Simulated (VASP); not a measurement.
# HgS (F-43m) in VASP: elastic constants with LDA

Aim: the elastic constants of HgS with LDA.

Everything below comes from runs of VASP 6.6.1. Logs are shortened: lines on timing, memory, paths and dates and some standing lists are left out, and cuts for length are marked.

## Step 1: The cell of the first run

It takes space group F-43m (No. 216, cubic). The conventional cell has a = 5.812 Å, b = 5.812 Å, c = 5.812 Å, α = 90.00°, β = 90.00°, γ = 90.00°. Within 3.3 Å of Hg (site symmetry -43m) lie 4 S at 2.52 Å. Within 3.3 Å of S (site symmetry -43m) lie 4 Hg at 2.52 Å.

## Step 2: Elastic constants, LDA

File INCAR:

```
PREC = Accurate ; ENCUT = 500
EDIFF = 1E-8 ; ISMEAR = -1
SIGMA = 0.05 ; LREAL = F
LASPH = T ; NELM = 120
ALGO = Normal ; ISIF = 3
LWAVE = F ; LCHARG = F
GGA = CA ; NBANDS = 16
IBRION = 6 ; NFREE = 2
POTIM = 0.015 ; NSW = 1
GGA_COMPAT = F
```

File KPOINTS:

```
regular mesh
0
Gamma
  14 14 14
```

File POSCAR:

```
HgS
1.0
    0.0000000000      2.9059726595      2.9059726595
    2.9059726595      0.0000000000      2.9059726595
    2.9059726595      2.9059726595      0.0000000000
Hg S
1 1
Direct
    0.0000000000      0.0000000000      0.0000000000
    0.7500000000      0.7500000000      0.7500000000
```

Potentials or basis: VASP PAW LDA potentials, release 64 (Hg, S).

On the command line:

```console
> cat potpaw_LDA.64/Hg/POTCAR potpaw_LDA.64/S/POTCAR > POTCAR
> mpirun -np 1 vasp_std > vasp.out
```

OUTCAR:

```text
PREC = Accurate
   ENCUT = 500
   EDIFF = 1E-8
   ISMEAR = -1
   LREAL = F
   LASPH = T
   NELM = 120
   ISIF = 3
   GGA = CA
   IBRION = 6
   NFREE = 2
   POTIM = 0.015
   NSW = 1

 ion  position               nearest neighbor table
   1  0.000  0.000  0.000-   2 2.52   2 2.52   2 2.52   2 2.52
   2  0.750  0.750  0.750-   1 2.52   1 2.52   1 2.52   1 2.52

  LATTYP: Found a face centered cubic cell.
 ALAT       =     5.8119453190

  Lattice vectors:

 A1 = (   0.0000000000,   2.9059726595,   2.9059726595)
 A2 = (   2.9059726595,   0.0000000000,   2.9059726595)
 A3 = (   2.9059726595,   2.9059726595,   0.0000000000)

Analysis of symmetry for initial positions (statically):
=====================================================================
 Subroutine PRICEL returns:
 Original cell was already a primitive cell.

 Routine SETGRP: Setting up the symmetry group for a
 face centered cubic supercell.

 Subroutine GETGRP returns: Found 24 space group operations
 (whereof 24 operations were pure point group operations)
 out of a pool of 48 trial point group operations.

The static configuration has the point symmetry T_d .

Analysis of symmetry for dynamics (positions and initial velocities):
=====================================================================
 Subroutine PRICEL returns:
 Original cell was already a primitive cell.

 Routine SETGRP: Setting up the symmetry group for a
 face centered cubic supercell.

 Subroutine GETGRP returns: Found 24 space group operations
 (whereof 24 operations were pure point group operations)
 out of a pool of 48 trial point group operations.

The dynamic configuration has the point symmetry T_d .

 Subroutine INISYM returns: Found 24 space group operations
 (whereof 24 operations are pure point group operations),
 and found     1 'primitive' translations

----------------------------------------------------------------------------------------

                                     Primitive cell

  volume of cell :      49.0800

  direct lattice vectors                    reciprocal lattice vectors
     0.000000000  2.905972660  2.905972660    -0.172059430  0.172059430  0.172059430
     2.905972660  0.000000000  2.905972660     0.172059430 -0.172059430  0.172059430
     2.905972660  2.905972660  0.000000000     0.172059430  0.172059430 -0.172059430

  length of vectors
     4.109665947  4.109665947  4.109665947     0.298015675  0.298015675  0.298015675

  position of ions in fractional coordinates (direct lattice)
     0.000000000  0.000000000  0.000000000
     0.750000000  0.750000000  0.750000000

  ion indices of the primitive-cell ions
   primitive index   ion index
                 1           1
                 2           2

----------------------------------------------------------------------------------------

 KPOINTS: regular mesh

Automatic generation of k-mesh.
 Grid dimensions read from file:
 generate k-points for:   14   14   14

 Generating k-lattice:

  Cartesian coordinates                     Fractional coordinates (reciprocal lattice)
    -0.012289959  0.012289959  0.012289959     0.071428571  0.000000000  0.000000000
     0.012289959 -0.012289959  0.012289959     0.000000000  0.071428571  0.000000000
     0.012289959  0.012289959 -0.012289959     0.000000000  0.000000000  0.071428571

  Length of vectors
     0.021286834  0.021286834  0.021286834

  Shift w.r.t. Gamma in fractional coordinates (k-lattice)
     0.000000000  0.000000000  0.000000000

 Subroutine IBZKPT returns following result:
 ===========================================

 Found    104 irreducible k-points:

 Following reciprocal coordinates:
            Coordinates               Weight
  0.000000  0.000000  0.000000      1.000000
  0.071429  0.000000  0.000000      8.000000
  0.142857  0.000000  0.000000      8.000000
  0.214286  0.000000  0.000000      8.000000
  0.285714  0.000000  0.000000      8.000000
  0.357143  0.000000  0.000000      8.000000
[... 16 lines left out ...]
  0.214286  0.142857  0.000000     24.000000
  0.285714  0.142857  0.000000     24.000000
[... 30 lines left out ...]
   NELECT =      18.0000    total number of electrons
   NUPDOWN=      -1.0000    fix difference up-down
   EMIN   =  10.00;   EMAX   =-10.00  energy-range for DOS
   EFERMI =   0.00;   METHOD = LEGACY
   ISMEAR =    -1;   SIGMA  =   0.05  broadening in eV -4-tet -1-fermi 0-gaus
   EFERMI_NEDOS =   21; number of points for ismear=-14 and -15
   IALGO  =     38    algorithm
   IMIX   =      4    mixing-type and parameters
     AMIX     =   0.40;   BMIX     =  1.00
     AMIX_MAG =   1.60;   BMIX_MAG =  1.00
  volume/ion in A,a.u.               =      24.54       165.60
  Fermi-wavevector in a.u.,A,eV,Ry     =   1.171829  2.214435 18.683283  1.373183
  Thomas-Fermi vector in A             =   2.308267
   LORBIT       =      0    0 simple, 1 ext, 2 COOP (PROOUT), +10 PAW based schemes
   GGA     = CA    functional components
   LHFCALC =     F    Hartree Fock is set to
   AEXX    =    0.0000 exact exchange contribution
   IVDW    =     0    specifies the selected vdW correction
   LEPSILON=     F    determine dielectric tensor
   LRPA    =     F    only Hartree local field effects (RPA)
 finite differences with symmetry
 non-spin polarized calculation
  energy-cutoff  :      500.00
  volume of cell :       49.08
 maximum number of plane-waves:      1267
 NGX is ok and might be reduce to    30
   NGX = 15   NGY = 15   NGZ = 15

--------------------------------------- Ionic step        1  -------------------------------------------

 number of electron      17.9999996 magnetization

 Free energy of the ion-electron system (eV)
  ---------------------------------------------------
  ext. energy  EPLUGINS =         0.00000000
  ---------------------------------------------------
  free energy    TOTEN  =        -5.97730542 eV

  energy without entropy =       -5.97710769  energy(sigma->0) =       -5.97720655

------------------------ aborting loop because EDIFF is reached ----------------------------------------

  FORCE on cell =-STRESS in cart. coord.  units (eV):
  Direction    XX          YY          ZZ          XY          YZ          ZX
  --------------------------------------------------------------------------------------
  -------------------------------------------------------------------------------------
  Total        0.1792822      0.1792822      0.1792822      0.0000000     -0.0000000      0.0000000
  in kB        5.8525254      5.8525254      5.8525254      0.0000000     -0.0000000      0.0000000
  external PRESSURE =       5.8525254 kB  Pullay stress =       0.0000000 kB
[... 89 lines left out ...]
  FREE ENERGIE OF THE ION-ELECTRON SYSTEM (eV)
  ---------------------------------------------------
  free  energy   TOTEN  =        -5.9718043719 eV

  energy  without entropy=       -5.9716137016  energy(sigma->0) =       -5.97170904

[... ionic steps 4 to 14 ...]

--------------------------------------- Ionic step       15  -------------------------------------------

 number of electron      17.9999997 magnetization

------------------------ aborting loop because EDIFF is reached ----------------------------------------
[... 67 lines left out ...]
--------------------------------------- Ionic step       17  -------------------------------------------

 number of electron      17.9999997 magnetization

 Free energy of the ion-electron system (eV)
  ---------------------------------------------------
  ext. energy  EPLUGINS =         0.00000000
  ---------------------------------------------------
  free energy    TOTEN  =        -5.97690181 eV

  energy without entropy =       -5.97670454  energy(sigma->0) =       -5.97680318

 E-fermi :   2.2955     XC(G=0):  -9.8076

 val. band max:        2.1784452459   @ k =   0.0000   0.0000   0.0000
 cond. band min:       2.5333832557   @ k =   0.0714   0.0000   0.0000
 fundamental gap:      0.3549380098
 Fermi energy:         2.2955218959

 k-point     1 :       0.0000    0.0000    0.0000
  band No.  band energies     occupation
      1     -11.2519      2.00000
      2      -5.1500      2.00000
      3      -5.1291      2.00000
      4      -5.1079      2.00000
      5      -4.1730      2.00000
      6      -4.1727      2.00000
[... 433 lines left out ...]
      3      -4.9245      2.00000
      4      -4.8896      2.00000
      5      -4.2243      2.00000
      6      -4.1088      2.00000
[... 8 lines left out ...]
     15      13.5603      0.00000
     16      14.2143      0.00000

 [... further k-points ...]

------------------------ aborting loop because EDIFF is reached ----------------------------------------

  FORCE on cell =-STRESS in cart. coord.  units (eV):
  Direction    XX          YY          ZZ          XY          YZ          ZX
  --------------------------------------------------------------------------------------
  -------------------------------------------------------------------------------------
  Total        0.1792192      0.1817053      0.1817053      0.0000000     -0.0899760      0.0000000
  in kB        5.8504672      5.9316233      5.9316233      0.0000000     -2.9371957      0.0000000
  external PRESSURE =       5.9045713 kB  Pullay stress =       0.0000000 kB
[... 17 lines left out ...]
  FREE ENERGIE OF THE ION-ELECTRON SYSTEM (eV)
  ---------------------------------------------------
  free  energy   TOTEN  =        -5.9769018124 eV

  energy  without entropy=       -5.9767045381  energy(sigma->0) =       -5.97680318

 INTERNAL STRAIN TENSORS FROM STRAINED CELLS
 ============================================

 INTERNAL STRAIN TENSOR FOR ION    1 for displacements in x,y,z  (eV/Angst):
          X           Y           Z          XY          YZ          ZX
  --------------------------------------------------------------------------------
  x     0.00000    -0.00000    -0.00000     0.00000    -6.00160     0.00000
  y     0.00000    -0.00000    -0.00000     0.00000     0.00000    -6.00160
  z     0.00000    -0.00000    -0.00000    -6.00189    -0.00000    -0.00000

 INTERNAL STRAIN TENSORS FROM DISPLACED ATOMS
 ============================================

 INTERNAL STRAIN TENSOR FOR ION    1 for displacements in x,y,z  (eV/Angst):
          X           Y           Z          XY          YZ          ZX
  --------------------------------------------------------------------------------
  x     0.00000     0.00000     0.00000     0.00000    -5.98556     0.00000
  y    -0.00000     0.00000    -0.00000     0.00000     0.00000    -5.98556
  z     0.00000     0.00000     0.00000    -5.98556     0.00000     0.00000

 INTERNAL STRAIN TENSOR FOR ION    2 for displacements in x,y,z  (eV/Angst):
          X           Y           Z          XY          YZ          ZX
  --------------------------------------------------------------------------------
  x     0.00000     0.00000     0.00000     0.00000     5.99278     0.00000
  y     0.00000    -0.00000     0.00000     0.00000     0.00000     5.99278
  z     0.00000     0.00000     0.00000     5.99278     0.00000     0.00000

 Eigenvectors and eigenvalues of the dynamical matrix
 ----------------------------------------------------

   1 f  =    5.636331 THz    35.414110 2PiTHz  188.007752 cm-1    23.309980 meV
             X         Y         Z           dx          dy          dz
      0.000000  0.000000  0.000000     0.000000    0.371146    0.000000
      4.358959  4.358959  4.358959     0.000000   -0.928574    0.000000
[... 21 lines left out ...]
   6 f/i=    0.000624 THz     0.003919 2PiTHz    0.020807 cm-1     0.002580 meV
             X         Y         Z           dx          dy          dz
      0.000000  0.000000  0.000000     0.000000    0.000000    0.928574
      4.358959  4.358959  4.358959     0.000000    0.000000    0.371146

--------------------------------------------------------------------------------------------------------

 ELASTIC MODULI CONTR FROM IONIC RELAXATION (kBar)
 Direction    XX          YY          ZZ          XY          YZ          ZX
 --------------------------------------------------------------------------------
 XX          -0.0000      0.0000      0.0000      0.0000     -0.0000     -0.0000
 YY           0.0000     -0.0000      0.0000      0.0000      0.0000      0.0000
 ZZ           0.0000      0.0000     -0.0000     -0.0000      0.0000     -0.0000
 XY           0.0000      0.0000     -0.0000   -325.9186      0.0000      0.0000
 YZ          -0.0000      0.0000      0.0000      0.0000   -325.9186      0.0000
 ZX          -0.0000      0.0000     -0.0000      0.0000      0.0000   -325.9186
 --------------------------------------------------------------------------------

 TOTAL ELASTIC MODULI (kBar)
 Direction    XX          YY          ZZ          XY          YZ          ZX
 --------------------------------------------------------------------------------
 XX         798.7526    638.4890    638.4890      0.0000      0.0000     -0.0000
 YY         638.4890    798.7526    638.4890      0.0000      0.0000      0.0000
 ZZ         638.4890    638.4890    798.7526     -0.0000      0.0000     -0.0000
 XY           0.0000      0.0000     -0.0000    242.9406      0.0000      0.0000
 YZ           0.0000      0.0000      0.0000      0.0000    242.9406      0.0000
 ZX          -0.0000      0.0000     -0.0000      0.0000      0.0000    242.9406
 --------------------------------------------------------------------------------
```

Wall time 56 min (1 thread of AMD EPYC 7R13 (Zen 3), shared host); peak memory 0.84 GiB.

Results:

| Property | Result |
| --- | --- |
| Elastic constants C11, C12, C44 | 80, 64, 24 GPa |
| Voigt bulk modulus | 69 GPa |
| Highest phonon frequency at Γ, LO-TO splitting left out | 188 cm⁻¹ |

Phonon frequencies in cm⁻¹ (negative: imaginary):
| q point | frequencies |
| --- | --- |
| (0.000, 0.000, 0.000) | 0 0 0 188 188 188 |

Elastic tensor in Voigt notation (GPa, in the Cartesian axes of the cell as first typed):
```
80 64 64  0  0  0
64 80 64  0  0  0
64 64 80  0  0  0
 0  0  0 24  0  0
 0  0  0  0 24  0
 0  0  0  0  0 24
```

Clamped-ion elastic tensor (GPa):
```
80 64 64  0  0  0
64 80 64  0  0  0
64 64 80  0  0  0
 0  0  0 57  0  0
 0  0  0  0 57  0
 0  0  0  0  0 57
```

Caveat: spin-orbit coupling is left out, which moves the levels of the heavy elements.
